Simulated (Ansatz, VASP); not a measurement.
Mg: VASP beside Ansatz

The input POSCAR:

```
Mg
1.0
    2.9740423055      0.0000000000      0.0000000000
   -1.4870211528      2.5755961885      0.0000000000
    0.0000000000      0.0000000000      3.0448375700
Mg
1
Direct
    0.0000000000      0.0000000000      0.0000000000
```

Contents of INCAR.step1:

```
PREC     = Accurate       # precision mode
ENCUT    = 520            # plane-wave cutoff, eV
ISMEAR   = 0              # smearing method
SIGMA    = 0.15           # smearing width, eV
LREAL    = F              # projectors in reciprocal space
LASPH    = T              # aspherical terms in the spheres
NELM     = 100            # most SCF steps
NBANDS   = 7              # bands
GGA      = PE             # functional
ALGO     = Normal         # electronic algorithm
EDIFF    = 1E-4           # SCF threshold, eV
LWAVE    = T              # write WAVECAR
LCHARG   = F              # write CHGCAR
```

INCAR.step2

```
PREC     = Accurate       # precision mode
ENCUT    = 520            # plane-wave cutoff, eV
EDIFF    = 1E-7           # SCF threshold, eV
ISMEAR   = 0              # smearing method
SIGMA    = 0.15           # smearing width, eV
LREAL    = F              # projectors in reciprocal space
LASPH    = T              # aspherical terms in the spheres
NELM     = 100            # most SCF steps
ALGO     = Normal         # electronic algorithm
ISIF     = 2              # what is computed and relaxed
LWAVE    = F              # write WAVECAR
LCHARG   = F              # write CHGCAR
METAGGA  = R2SCAN         # meta-GGA
LMIXTAU  = T            
NBANDS   = 7              # bands
ISTART   = 1
```

KPOINTS

```
Automatic mesh
0
Gamma
  18 18 16
```

Input for Ansatz:

```yaml
crystal:
  lattice:
    - [2.9740423055, 0.0, 0.0]
    - [-1.4870211528, 2.5755961885, 0.0]
    - [0.0, 0.0, 3.04483757]
  atoms:
    - { symbol: Mg, position: [0.0, 0.0, 0.0] }
basis:
  ecutwfc: 500
kpoints:
  mp_grid: { grid: [18, 18, 16] }
hamiltonian:
  xc: r2scan
scf:
  occupations: { method: gaussian, width: 0.15 }
output:
  forces: true
  stress: true
  eigenvalues: true
```

Change from the starting cell: strain -0.025 along x and y, +0.000 along z, atoms carried along.

Alike in both runs: task single point; functional r2SCAN; k mesh 18 × 18 × 16; occupations gaussian, width 0.15 eV; no spin polarisation.

|  | VASP | Ansatz |
| --- | --- | --- |
| version | VASP 6.6.1 | Ansatz 0.2.0 |
| potentials or method | VASP PAW PBE potentials, release 64 (Mg), cutoff 520 eV | scalar-relativistic, plane waves, PAW |
| valence electrons in the cell | 2 | 10 |

Ansatz gave:

| Property | Result |
| --- | --- |
| gap on the k mesh at the Fermi level (eV) | none |
| pressure (GPa) | 2.7 |
| traceless stress, the component that is largest in VASP (GPa) | -2.62 |

**Question.** Which values does VASP return?

**Answer.** gap on the k mesh at the Fermi level (eV): none; pressure (GPa): 2.5; traceless stress, the component that is largest in VASP (GPa): -2.55.

VASP's potentials were made for PBE, not for r2SCAN. A gap of «none» marks a metal or a gap that the smearing closes. VASP's potentials hold 2 valence electrons a cell and Ansatz's 10, so a difference there can come from the potentials and not from the codes.
